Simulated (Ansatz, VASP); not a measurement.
# One calculation of BP, two programs

File INCAR:

```
PREC     = Accurate       # precision mode
ENCUT    = 520            # plane-wave cutoff, eV
EDIFF    = 1E-7           # SCF threshold, eV
ISMEAR   = 0              # smearing method
SIGMA    = 0.05           # smearing width, eV
LREAL    = False          # projectors in reciprocal space
LASPH    = True           # aspherical terms in the spheres
NELM     = 100            # most SCF steps
ALGO     = Normal         # electronic algorithm
ISIF     = 2              # what is computed and relaxed
LWAVE    = False          # write WAVECAR
LCHARG   = True           # write CHGCAR
GGA      = PE             # functional
LELF     = True           # ELF
LVHAR    = True         
NBANDS   = 11             # bands
```

KPOINTS

```
regular mesh
0
Gamma
  10 10 10
```

File POSCAR:

```
BP
1.0
    0.0000000000      2.3597600000      2.2690000000
    2.3597600000      0.0000000000      2.2690000000
    2.3597600000      2.3597600000      0.0000000000
B P
1 1
Direct
    0.0000000000      0.0000000000      0.0000000000
    0.7500000000      0.7500000000      0.7500000000
```

Input for Ansatz:

```yaml
crystal:
  lattice:
    - [0.0, 2.35976, 2.269]
    - [2.35976, 0.0, 2.269]
    - [2.35976, 2.35976, 0.0]
  atoms:
    - { symbol: B, position: [0.0, 0.0, 0.0] }
    - { symbol: P, position: [0.75, 0.75, 0.75] }
basis:
  ecutwfc: 420
kpoints:
  mp_grid: { grid: [10, 10, 10] }
hamiltonian:
  xc: pbe
scf:
  occupations: { method: gaussian, width: 0.05 }
output:
  forces: true
  stress: true
  eigenvalues: true
```

Change from the starting cell: strain +0.040 along x and y, +0.000 along z, atoms carried along.

Alike in both runs: task single point; functional PBE; k mesh 10 × 10 × 10; occupations gaussian, width 0.05 eV; no spin polarisation.

|  | VASP | Ansatz |
| --- | --- | --- |
| version | VASP 6.6.1 | Ansatz 0.2.0 |
| potentials or method | VASP PAW PBE potentials, release 64 (B, P), cutoff 520 eV | scalar-relativistic, plane waves, PAW |
| valence electrons in the cell | 8 | 8 |

```tsv
	VASP	Ansatz	Ansatz less VASP
gap on the k mesh at the Fermi level (eV)	0.78	0.79	+0.004
least direct gap on the mesh (eV)	2.92	2.92	+0.003
pressure (GPa)	-10.3	-10.1	+0.18
traceless stress, the component that is largest in VASP (GPa)	6.20	6.19	-0.008
```
